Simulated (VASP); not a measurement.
Wanted: the native input for a VASP 6.6.1 run.

| Item | Value |
| --- | --- |
| Task | single point |
| Functional | PBE |
| Potentials or basis | VASP PAW PBE potentials, release 64 (Na_pv, Ag, I) |
| Cutoff | 520 eV |
| k mesh | 6 × 6 × 6 |
| Occupations | gaussian, width 0.02 eV |
| Spin | no spin polarisation |
| Dipole correction | no |
| Further INCAR settings | ALGO = Normal; EDIFF = 1e-06; NBANDS = 34 |

The structure of NaAg2I3 lies in POSCAR:

```
NaAg2I3
1.0
    4.5692189190      2.6380397729      4.4145889946
   -4.5692189190      2.6380397729      4.4145889946
    0.0000000000     -5.2760795457      4.4145889946
Na Ag I
1 2 3
Direct
    0.0000000000      0.0000000000      0.0000000000
    0.7652834450      0.7652834450      0.7652834450
    0.2347165550      0.2347165550      0.2347165550
    0.0000000000      0.5000000000      0.0000000000
    0.5000000000      0.0000000000      0.0000000000
    0.0000000000      0.0000000000      0.5000000000
```

The cell was built from a structure type or drawn by symmetry, and may not be a known phase.

These files were run (other wordings do the same):

INCAR

```
SYSTEM = NaAg2I3
PREC = Accurate ; ENCUT = 520
EDIFF = 1E-6 ; ISMEAR = 0
SIGMA = 0.02 ; LREAL = .False.
LASPH = .True. ; NELM = 100
ALGO = Normal ; ISIF = 2
LWAVE = .False. ; LCHARG = .False.
GGA = PE ; NBANDS = 34
```

KPOINTS

```
regular mesh
0
Gamma
  6 6 6
  0 0 0
```

Potentials or basis: VASP PAW PBE potentials, release 64 (Na_pv, Ag, I).

The run is started by

```bash
$ cat potpaw_PBE.64/Na_pv/POTCAR potpaw_PBE.64/Ag/POTCAR potpaw_PBE.64/I/POTCAR > POTCAR
$ mpirun -np 1 vasp_std > vasp.out
```

It gave:

```json
{
  "Pressure": "0.0 GPa",
  "Largest force": "0.007 eV/Å",
  "Band gap on the k mesh": "1.27 eV (least direct gap 1.30 eV)"
}
```

Caveat: spin-orbit coupling is left out, which moves the levels of the heavy elements.

Wall time 3.4 min on 1 thread of Intel(R) Xeon(R) 6975P-C (Granite Rapids), with other jobs on the host, peak memory 0.6 GiB.
